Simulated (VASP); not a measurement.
# HfO2 (R-3m) in VASP: a series of runs, part 2 of 2

VASP 6.6.1. The steps go on from the part before.

**3. Single point, PBEsol**

This run uses another cell than the first one, of the same volume but with other edges.

INCAR

```
PREC     = Accurate       # precision mode
ENCUT    = 520            # plane-wave cutoff, eV
EDIFF    = 1E-6           # SCF threshold, eV
ISMEAR   = 0              # smearing method
SIGMA    = 0.05           # smearing width, eV
LREAL    = F              # projectors in reciprocal space
LASPH    = T              # aspherical terms in the spheres
NELM     = 100            # most SCF steps
ALGO     = Normal         # electronic algorithm
ISIF     = 2              # what is computed and relaxed
LWAVE    = F              # write WAVECAR
LCHARG   = F              # write CHGCAR
GGA      = PS             # functional
NBANDS   = 18             # bands
```

KPOINTS

```
Automatic mesh
0
Gamma
  8 8 8
```

POSCAR

```
HfO2
1.0
    0.0661540486      2.4864241178      2.4864241178
    2.4864241178      0.0661540486      2.4864241178
    2.4864241178      2.4864241178      0.0661540486
Hf O
1 2
Direct
    0.0000000000      0.0000000000      0.0000000000
    0.2500000000      0.2500000000      0.2500000000
    0.7500000000      0.7500000000      0.7500000000
```

Potentials or basis: VASP PAW PBE potentials, release 64 (Hf_pv, O).

Launch:

```console
$ cat potpaw_PBE.64/Hf_pv/POTCAR potpaw_PBE.64/O/POTCAR > POTCAR
$ mpirun -np 1 vasp_std > vasp.out
```

OUTCAR:

```text
PREC = Accurate
   ENCUT = 520
   EDIFF = 1E-6
   ISMEAR = 0
   LREAL = F
   LASPH = T
   NELM = 100
   ISIF = 2
   GGA = PS

 ion  position               nearest neighbor table
   1  0.000  0.000  0.000-   3 2.11   3 2.11   3 2.11   2 2.11   2 2.11   2 2.11   3 2.18   2 2.18

   2  0.250  0.250  0.250-   1 2.11   1 2.11   1 2.11   1 2.18
   3  0.750  0.750  0.750-   1 2.11   1 2.11   1 2.11   1 2.18

  LATTYP: Found a trigonal (rhomboedric) cell.
 ALAT       =     3.5169569439
 COS(alpha) =     0.5264197777

[... 679 lines left out ...]
      5     -11.5052      2.00000
      6      -0.5276      2.00000
[... 10 lines left out ...]
     17      15.9536      0.00000
     18      18.8541      0.00000

 [... further k-points ...]
[... 5 lines left out ...]
  --------------------------------------------------------------------------------------
  -------------------------------------------------------------------------------------
  Total        4.1379966      4.1379966      4.1379966     -0.6781964     -0.6781964     -0.6781964
  in kB      224.6096968    224.6096968    224.6096968    -36.8123757    -36.8123757    -36.8123757
  external PRESSURE =     224.6096968 kB  Pullay stress =       0.0000000 kB

 VOLUME and BASIS-vectors are now :
 -----------------------------------------------------------------------------
  energy-cutoff  :      520.00
  volume of cell :       29.52
      direct lattice vectors                 reciprocal lattice vectors
     0.066154049  2.486424118  2.486424118    -0.209300692  0.203876338  0.203876338
     2.486424118  0.066154049  2.486424118     0.203876338 -0.209300692  0.203876338
     2.486424118  2.486424118  0.066154049     0.203876338  0.203876338 -0.209300692

 POSITION                                       TOTAL-FORCE (eV/Angst)
 -----------------------------------------------------------------------------------
      0.00000      0.00000      0.00000        -0.000000     -0.000000     -0.000000
      1.25975      1.25975      1.25975        -0.296023     -0.296023     -0.296023
      3.77925      3.77925      3.77925         0.296023      0.296023      0.296023
 -----------------------------------------------------------------------------------
    total drift:                                0.000000      0.000000      0.000000

  FREE ENERGIE OF THE ION-ELECTRON SYSTEM (eV)
  ---------------------------------------------------
  free  energy   TOTEN  =       -31.4697804004 eV

  energy  without entropy=      -31.4697804004  energy(sigma->0) =      -31.46978040
```

Wall time 22 s (1 thread of Intel Xeon 6975P-C (Granite Rapids), shared host); peak memory 0.17 GiB.

What came out:

```yaml
Free_energy: -31.4698 eV
Pressure: 22.5 GPa
Largest_force: 0.513 eV/Å
Band_gap_on_the_k_mesh: 3.94 eV, direct
```

Forces in eV/Å, atoms in the order of the input:
```
Hf   0.000  0.000  0.000
O   -0.296 -0.296 -0.296
O    0.296  0.296  0.296
```

Caveat: the PAW data sets were made with another functional, which shifts forces and pressure a little; spin-orbit coupling is left out, which moves the levels of the heavy elements. A k mesh can miss the band edges.

**4. Single point, PBEsol**

This run uses another cell than the first one, of 10.69 Å³/atom, 1.087 times its volume.

INCAR

```
SYSTEM = HfO2
  ALGO = Normal
  EDIFF = 1E-6
  ENCUT = 520
  GGA = PS
  ISIF = 2
  ISMEAR = 0
  LASPH = .TRUE.
  LCHARG = .TRUE.
  LELF = .TRUE.
  LREAL = .FALSE.
  LVHAR = .TRUE.
  LWAVE = .FALSE.
  NBANDS = 18
  NELM = 100
  PREC = Accurate
  SIGMA = 0.05
```

KPOINTS

```
k-points
0
G
  8 8 8
  0 0 0
```

POSCAR

```
HfO2
1.0
    0.0680193340      2.5565315553      2.5565315553
    2.5565315553      0.0680193340      2.5565315553
    2.5565315553      2.5565315553      0.0680193340
Hf O
1 2
Direct
    0.0000000000      0.0000000000      0.0000000000
    0.2500000000      0.2500000000      0.2500000000
    0.7500000000      0.7500000000      0.7500000000
```

Launch:

```console
$ cat potpaw_PBE.64/Hf_pv/POTCAR potpaw_PBE.64/O/POTCAR > POTCAR
$ mpirun -np 1 vasp_std > vasp.out
```

It took 33 s on 1 thread of AMD EPYC 7R43 (Zen 3), shared host; peak memory 0.15 GiB.

It converged, with:

| Quantity | Value |
| --- | --- |
| Free energy | -31.6131 eV |
| Pressure | -3.3 GPa |
| Largest force | 0.285 eV/Å |
| Band gap on the k mesh | 3.73 eV, direct |

Forces on the atoms (eV/Å):
```
Hf   0.000  0.000  0.000
O   -0.164 -0.164 -0.164
O    0.164  0.164  0.164
```

Stress tensor (GPa, compression positive):
```
-3.27 -2.28 -2.28
-2.28 -3.27 -2.28
-2.28 -2.28 -3.27
```

Levels at points of the mesh, in eV from the valence-band top:
| k point | band 8 | band 9 | band 10 | band 11 | band 12 | band 13 | band 14 | band 15 |
| --- | --- | --- | --- | --- | --- | --- | --- | --- |
| (0.00, 0.00, 0.00) | -5.46 | -0.64 | -0.64 | -0.58 | 3.83 | 3.83 | 5.77 | 10.33 |
| (0.50, 0.00, 0.00) | -3.17 | -2.78 | -1.94 | -1.82 | 4.51 | 4.75 | 7.23 | 8.90 |
| (0.50, 0.50, 0.00) | -3.42 | -1.75 | -1.39 | 0.00 | 3.73 | 5.54 | 6.64 | 8.12 |
| (0.50, 0.50, 0.50) | -2.95 | -2.88 | -1.81 | -1.81 | 4.51 | 4.51 | 6.69 | 8.94 |

Caveat: the PAW data sets were made with another functional, which shifts forces and pressure a little; spin-orbit coupling is left out, which moves the levels of the heavy elements. A k mesh can miss the band edges.

**5. Single point, PBEsol**

This run uses another cell than the first one, of 10.69 Å³/atom, 1.087 times its volume.

INCAR

```
SYSTEM = HfO2
PREC = Accurate
ENCUT = 520
EDIFF = 1E-6
ISMEAR = 0
SIGMA = 0.05
LREAL = .FALSE.
LASPH = .TRUE.
NELM = 80
ALGO = Normal
ISIF = 2
LWAVE = .FALSE.
LCHARG = .FALSE.
GGA = PS
NBANDS = 18
```

KPOINTS

```
Automatic mesh
0
G
  8 8 8
  0 0 0
```

POSCAR

```
HfO2
1.0
   -0.0671399154      2.4889482349      2.4889482349
    2.4889482349     -0.0671399154      2.4889482349
    2.4889482349      2.4889482349     -0.0671399154
Hf O
1 2
Direct
    0.0000000000      0.0000000000      0.0000000000
    0.2500000000      0.2500000000      0.2500000000
    0.7500000000      0.7500000000      0.7500000000
```

Launch:

```console
$ cat potpaw_PBE.64/Hf_pv/POTCAR potpaw_PBE.64/O/POTCAR > POTCAR
$ mpirun -np 1 vasp_std > vasp.out
```

It took 32 s on 1 thread of AMD EPYC 7R43 (Zen 3), shared host; peak memory 0.14 GiB.

It converged, with:

- Free energy: -31.6094 eV
- Pressure: -3.2 GPa
- Largest force: 0.401 eV/Å
- Band gap on the k mesh: 3.73 eV, direct

Forces in eV/Å, atoms in the order of the input:
```
Hf   0.000  0.000  0.000
O    0.231  0.231  0.231
O   -0.231 -0.231 -0.231
```

Stress tensor (GPa, compression positive):
```
-3.21  2.97  2.97
 2.97 -3.21  2.97
 2.97  2.97 -3.21
```

Levels at points of the mesh, in eV from the valence-band top:
```
           k point  band 8  band 9  band 10  band 11  band 12  band 13  band 14  band 15
(0.00, 0.00, 0.00)   -5.44   -0.64    -0.61    -0.61     3.83     3.83     5.77    10.46
(0.50, 0.00, 0.00)   -3.07   -2.83    -1.92    -1.77     4.44     4.70     6.97     8.92
(0.50, 0.50, 0.00)   -3.41   -1.75    -1.40     0.00     3.73     5.54     6.67     8.01
(0.50, 0.50, 0.50)   -3.26   -2.72    -1.92    -1.92     4.69     4.69     7.50     8.87
```

Caveat: the PAW data sets were made with another functional, which shifts forces and pressure a little; spin-orbit coupling is left out, which moves the levels of the heavy elements.

**6. The runs side by side**

```tsv
cell	gap on the mesh (eV)	pressure (GPa)	largest force (eV/Å)
a = 3.424 Å, angles 61.8°, 3 atoms	3.94	22.5	0.66
a = 3.517 Å, angles 58.2°, 3 atoms	3.94	22.5	0.51
a = 3.616 Å, angles 58.2°, 3 atoms	3.73	-3.3	0.28
a = 3.521 Å, angles 61.8°, 3 atoms	3.73	-3.2	0.40
```

Alike in all rows: task single point; level PBEsol; potentials or basis VASP PAW PBE potentials, release 64 (Hf_pv, O); no spin polarisation; k mesh 8 × 8 × 8; cutoff (eV) 520; smearing gaussian 0.05 eV.

Caveats: the PAW data sets were made with another functional, which shifts forces and pressure a little; spin-orbit coupling is left out, which moves the levels of the heavy elements.

Absolute energies hang on the potentials; compare differences alone.
